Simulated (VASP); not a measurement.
The system is I.

```
I
1.0
     3.63503   -2.39502    0.00000
     3.63503    2.39502    0.00000
     0.00000    0.00000    9.79344
I
4
Direct
  0.64930 0.35070 0.38440
  0.14930 0.85070 0.11560
  0.35070 0.64930 0.61560
  0.85070 0.14930 0.88440
```

- Program: VASP 6.6.1
- Task: relaxation of cell and atoms
- Functional: PBEsol
- Dispersion: D4
- Potentials or basis: VASP PAW PBE potentials, release 64 (I)
- Cutoff: 600 eV
- k mesh: 7 × 7 × 3
- Occupations: fermi-dirac, width 0.05 eV
- Spin: no spin polarisation

At the start: pressure -0.6 GPa; volume 42.63 Å³/atom.

Task: Where does the relaxation end?

Result: Over 27 steps the energy falls by 70.0 meV/atom and the volume is 36.92 Å³/atom (-13.4 %); space group Cmce (No. 64, to 0.1 Å) before and after.

The path:
| step | energy change (eV) | largest force (eV/Å) | pressure (GPa) | volume (Å³) |
| --- | --- | --- | --- | --- |
| 1 | 0.0000 | 0.7619 | -0.62 | 170.52 |
| 2 | -0.1054 | 0.3083 | -1.31 | 166.50 |
| 3 | -0.1660 | 0.3785 | -1.91 | 157.87 |
| 4 | -0.2069 | 0.4378 | -0.96 | 152.19 |
| 5 | -0.2101 | 0.4707 | -0.62 | 150.47 |
| 6 | -0.2295 | 0.3602 | -0.41 | 150.24 |
| 7 | -0.2486 | 0.1915 | 0.30 | 149.61 |
| 8 | -0.2491 | 0.1756 | 0.17 | 149.71 |
| 9 | -0.2536 | 0.1490 | 0.02 | 150.09 |
| 10 | -0.2588 | 0.0800 | -0.42 | 151.22 |
| 11 | -0.2624 | 0.0983 | -0.32 | 150.69 |
| 12 | -0.2672 | 0.1682 | -0.07 | 149.45 |
| 13 | -0.2677 | 0.2056 | 0.05 | 148.89 |
| 14 | -0.2726 | 0.1533 | -0.01 | 148.48 |
| 15 | -0.2778 | 0.0463 | -0.12 | 147.45 |
| 16 | -0.2789 | 0.0429 | 0.13 | 146.75 |
| 17 | -0.2789 | 0.0428 | 0.12 | 146.79 |
| 18 | -0.2795 | 0.0071 | 0.07 | 147.08 |
| 19 | -0.2796 | 0.0233 | 0.02 | 147.26 |
| 20 | -0.2796 | 0.0204 | 0.01 | 147.24 |
| 21 | -0.2796 | 0.0094 | 0.03 | 147.15 |
| 22 | -0.2796 | 0.0176 | 0.02 | 147.22 |
| 23 | -0.2798 | 0.0126 | 0.02 | 147.37 |
| 24 | -0.2799 | 0.0045 | -0.01 | 147.82 |
| 25 | -0.2799 | 0.0035 | -0.02 | 147.78 |
| 26 | -0.2799 | 0.0060 | -0.03 | 147.57 |
| 27 | -0.2799 | 0.0034 | 0.00 | 147.70 |

Final structure:
```xyz
4
Lattice="3.5722 -2.1631 0.0000 3.5722 2.1631 0.0000 0.0000 0.0000 9.5576" Properties=species:S:1:pos:R:3 pbc="T T T"
I     3.5722   -0.7702    3.6034
I     3.5722    1.3929    1.1754
I     3.5722    0.7702    5.9542
I     3.5722   -1.3929    8.3822
```

Caveat: the PAW data sets were made with another functional, which shifts forces and pressure a little.
